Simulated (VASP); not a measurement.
Here is a VASP 6.6.1 calculation.

Contents of INCAR:

```
ALGO     = Normal         # electronic algorithm
EDIFF    = 1E-6           # SCF threshold, eV
ENCUT    = 520            # plane-wave cutoff, eV
GGA      = PE             # functional
ISIF     = 2              # what is computed and relaxed
ISMEAR   = 0              # smearing method
IVDW     = 12             # dispersion correction
LASPH    = True           # aspherical terms in the spheres
LCHARG   = False          # write CHGCAR
LREAL    = False          # projectors in reciprocal space
LWAVE    = False          # write WAVECAR
NBANDS   = 16             # bands
NELM     = 80             # most SCF steps
PREC     = Accurate       # precision mode
SIGMA    = 0.05           # smearing width, eV
```

File KPOINTS:

```
k-points
0
Gamma
  12 12 4
```

POSCAR

```
BN
1.0
    2.5061233057      0.0000000000      0.0000000000
   -1.2530616528      2.1703664477      0.0000000000
    0.0000000000      0.0000000000      6.5973571420
B N
2 2
Direct
   -0.0884643237     -0.1769286474      0.4272435932
    0.3333333333      0.6666666667      0.0000000000
    0.0000000000      0.0000000000      0.0000000000
    0.6666666667      0.3333333333      0.5000000000
```

Potentials or basis: VASP PAW PBE potentials, release 64 (B, N).

The run is started by

```console
$ cat potpaw_PBE.64/B/POTCAR potpaw_PBE.64/N/POTCAR > POTCAR
$ mpirun -np 1 vasp_std > vasp.out
```

Problem. Estimate the pressure.

Solution. 21.8 GPa.

Problem. Predict the largest force.

Solution. 18.675 eV/Å.

Problem. Estimate the dispersion energy per atom.

Solution. -0.143 eV.

Problem. Predict the band gap on the k mesh.

Solution. 0.07 eV, indirect (least direct gap 1.06 eV).

Forces in eV/Å, atoms in the order of the input:
```
B     0.000  18.674  -0.239
B     0.000  -0.006  -0.379
N     0.000  -0.022   0.302
N     0.000 -18.646   0.316
```

Caveat: the cell differs from its parent crystal (atom 1 (B) moved by -0.384 Å along [1 2 0] and -0.480 Å along [0 0 1]); forces of over 1 eV/Å act on the atoms, so gaps and moduli don't describe the material at rest. A k mesh can miss the band edges.
